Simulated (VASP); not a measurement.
# SrTl2Zn2 (Cmmm) in VASP: further runs, part 2 of 2

VASP 6.6.1. The steps go on from the part before.

## 3. Single point, PBE

This run uses another cell than the first one: it holds 10 atoms, not 5.

INCAR

```
PREC = Accurate ; ENCUT = 520
EDIFF = 1E-6 ; ISMEAR = 0
SIGMA = 0.2 ; LREAL = F
LASPH = T ; NELM = 80
ALGO = Fast ; ISIF = 2
LWAVE = F ; LCHARG = F
GGA = PE ; NBANDS = 71
```

KPOINTS

```
regular mesh
0
Gamma
  4 4 2
```

POSCAR

```
SrTl2Zn2
1.0
    3.4772849544      4.4709139720      0.0000000000
    0.0000000000      0.0000000000      5.9263537119
    6.9545699088     -8.9418279441      0.0000000000
Sr Zn Tl
2 4 4
Direct
    0.0000000000      0.0000000000      0.0000000000
    1.0000000000      0.0000000000      0.5000000000
    0.1895843416      0.5000000000      0.0947921708
    0.1895843416      0.5000000000      0.5947921708
    0.8104156584      0.5000000000      0.4052078292
    0.8104156584      0.5000000000      0.9052078292
    0.7040051746      0.5000000000      0.1479974127
    0.7040051746      0.5000000000      0.6479974127
    0.2959948254      0.5000000000      0.3520025873
    0.2959948254      0.5000000000      0.8520025873
```

Potentials or basis: VASP PAW PBE potentials, release 64 (Sr_sv, Zn, Tl_d).

Command:

```console
cat potpaw_PBE.64/Sr_sv/POTCAR potpaw_PBE.64/Zn/POTCAR potpaw_PBE.64/Tl_d/POTCAR > POTCAR
mpirun -np 1 vasp_std > vasp.out
```

OUTCAR:

```text
PREC = Accurate
   ENCUT = 520
   EDIFF = 1E-6
   ISMEAR = 0
   LREAL = F
   LASPH = T
   NELM = 80
   ISIF = 2
   GGA = PE

 ion  position               nearest neighbor table
   1  0.000  0.000  0.000-   3 3.24   6 3.24   3 3.24   6 3.24   7 3.97  10 3.97   7 3.97  10 3.97

   2  0.000  0.000  0.500-   4 3.24   5 3.24   4 3.24   5 3.24   8 3.97   9 3.97   8 3.97   9 3.97

   3  0.190  0.500  0.095-   6 2.64   7 2.83   9 2.83   7 2.96  10 2.96   1 3.24   1 3.24
   4  0.190  0.500  0.595-   5 2.64   8 2.83  10 2.83   8 2.96   9 2.96   2 3.24   2 3.24
   5  0.810  0.500  0.405-   4 2.64   9 2.83   7 2.83   9 2.96   8 2.96   2 3.24   2 3.24
   6  0.810  0.500  0.905-   3 2.64  10 2.83   8 2.83  10 2.96   7 2.96   1 3.24   1 3.24
[... 1587 lines left out ...]
 VOLUME and BASIS-vectors are now :
 -----------------------------------------------------------------------------
  energy-cutoff  :      520.00
  volume of cell :      368.54
      direct lattice vectors                 reciprocal lattice vectors
     3.477284954  4.470913972  0.000000000     0.143790344  0.111833957  0.000000000
     0.000000000  0.000000000  5.926353712     0.000000000  0.000000000  0.168737819
     6.954569909 -8.941827944  0.000000000     0.071895172 -0.055916978  0.000000000

 POSITION                                       TOTAL-FORCE (eV/Angst)
 -----------------------------------------------------------------------------------
      0.00000      0.00000      0.00000         0.000000     -0.000000      0.000000
      3.47728     -4.47091      0.00000         0.000000     -0.000000      0.000000
      1.31848     -0.00000      2.96318        -0.054683      0.000008      0.000000
      4.79576     -4.47091      2.96318        -0.054683      0.000008      0.000000
      5.63609     -0.00000      2.96318         0.054683     -0.000008     -0.000000
      9.11338     -4.47091      2.96318         0.054683     -0.000008     -0.000000
      3.47728      1.82418      2.96318        -0.000009      0.076967     -0.000000
      6.95457     -2.64673      2.96318        -0.000009      0.076967     -0.000000
      3.47728     -1.82418      2.96318         0.000009     -0.076967     -0.000000
      6.95457     -6.29509      2.96318         0.000009     -0.076967     -0.000000
 -----------------------------------------------------------------------------------
    total drift:                                0.000000     -0.000000      0.000000

  FREE ENERGIE OF THE ION-ELECTRON SYSTEM (eV)
  ---------------------------------------------------
  free  energy   TOTEN  =       -15.1413067702 eV

  energy  without entropy=      -15.0229923987  energy(sigma->0) =      -15.08214958
```

OSZICAR:

```text
N       E                     dE             d eps       ncg     rms          rms(c)
DAV:   1     0.988140794321E+03    0.98814E+03   -0.56645E+04  2556   0.174E+03
DAV:   2     0.883769687572E+02   -0.89976E+03   -0.87251E+03  2572   0.424E+02
DAV:   3    -0.969630899918E+01   -0.98073E+02   -0.96222E+02  2794   0.142E+02
[... 12 lines left out ...]
RMM:  16    -0.151412990524E+02   -0.68619E-05   -0.65385E-05  3184   0.124E-02    0.406E-03
RMM:  17    -0.151413027237E+02   -0.36713E-05   -0.34321E-05  2909   0.892E-03    0.304E-03
RMM:  18    -0.151413046937E+02   -0.19700E-05   -0.18972E-05  2663   0.676E-03    0.267E-03
RMM:  19    -0.151413062026E+02   -0.15090E-05   -0.11364E-05  2477   0.571E-03    0.575E-04
RMM:  20    -0.151413067702E+02   -0.56757E-06   -0.63224E-06  2113   0.432E-03
   1 F= -.15141307E+02 E0= -.15082150E+02  d E =-.118314E+00
```

Run time: 7.2 min. Hardware: 1 thread of Intel Xeon 6975P-C (Granite Rapids), shared host; peak memory 0.65 GiB.

Results:

```yaml
Free_energy: -15.1413 eV
Pressure: -0.2 GPa
Largest_force: 0.077 eV/Å
Band_gap_on_the_k_mesh: zero (bands 60 and 61 overlap by 0.88 eV)
```

Forces on the atoms (eV/Å):
```
Sr   0.000  0.000  0.000
Sr   0.000  0.000  0.000
Zn  -0.055  0.000  0.000
Zn  -0.055  0.000  0.000
Zn   0.055  0.000  0.000
Zn   0.055  0.000  0.000
Tl   0.000  0.077  0.000
Tl   0.000  0.077  0.000
Tl   0.000 -0.077  0.000
Tl   0.000 -0.077  0.000
```

Stress tensor (GPa, compression positive):
```
 0.11  0.00  0.00
 0.00 -0.95  0.00
 0.00  0.00  0.39
```

Levels at points of the mesh, in eV from the Fermi level:
| k point | band 58 | band 59 | band 60 | band 61 | band 62 | band 63 |
| --- | --- | --- | --- | --- | --- | --- |
| (0.00, 0.00, 0.00) | -1.30 | -0.44 | -0.30 | -0.06 | 0.07 | 0.19 |
| (0.50, 0.00, 0.00) | -0.30 | 0.04 | 0.07 | 0.40 | 0.69 | 0.96 |
| (0.00, 0.50, 0.00) | -1.68 | -1.65 | -1.01 | -0.32 | 0.10 | 0.13 |
| (0.50, 0.50, 0.00) | -1.01 | -0.92 | -0.56 | 0.10 | 0.12 | 0.13 |
| (0.00, 0.00, 0.50) | -1.48 | -1.01 | -1.01 | 0.49 | 0.49 | 0.70 |
| (0.50, 0.00, 0.50) | -0.24 | 0.09 | 0.09 | 0.29 | 0.29 | 1.34 |
| (0.00, 0.50, 0.50) | -1.73 | -1.37 | -1.37 | 0.24 | 0.24 | 0.73 |
| (0.50, 0.50, 0.50) | -1.46 | -0.61 | -0.61 | 0.21 | 0.21 | 0.36 |

Caveat: spin-orbit coupling is left out, which moves the levels of the heavy elements.
